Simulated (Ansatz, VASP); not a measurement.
Two plane-wave programs on BaSnGe

```xyz
3
Lattice="4.8243 0.0000 0.0000 -2.4122 4.1780 0.0000 0.0000 0.0000 4.9064" Properties=species:S:1:pos:R:3 pbc="T T T"
Ba    0.0000    0.0000    0.0000
Sn    2.4122    1.3927    2.4532
Ge    0.0000    2.7853    2.4532
```

Change from the starting cell: relaxed end of: species swapped into the EuAlSi type (P-6m2, No. 187).

Alike in both runs: functional PBE; k mesh 12 × 12 × 10; occupations gaussian, width 0.1 eV; no spin polarisation.

Ansatz relaxed the structure, and its values are those at the end. VASP's run is a single point on that final structure, the one shown.

|  | VASP | Ansatz |
| --- | --- | --- |
| version | VASP 6.6.1 | Ansatz 0.2.0 |
| potentials or method | VASP PAW PBE potentials, release 64 (Ba_sv, Sn_d, Ge_d), cutoff 520 eV | scalar-relativistic, plane waves, PAW |
| valence electrons in the cell | 38 | 38 |

```tsv
	VASP	Ansatz	Ansatz less VASP
gap on the k mesh at the Fermi level (eV)	none	none	-
pressure (GPa)	0.2	0.0	-0.17
```

A gap of «none» marks a metal or a gap that the smearing closes. With one functional, cell and mesh, what is left measures potentials, basis and numerics.

Spin-orbit coupling is off throughout.
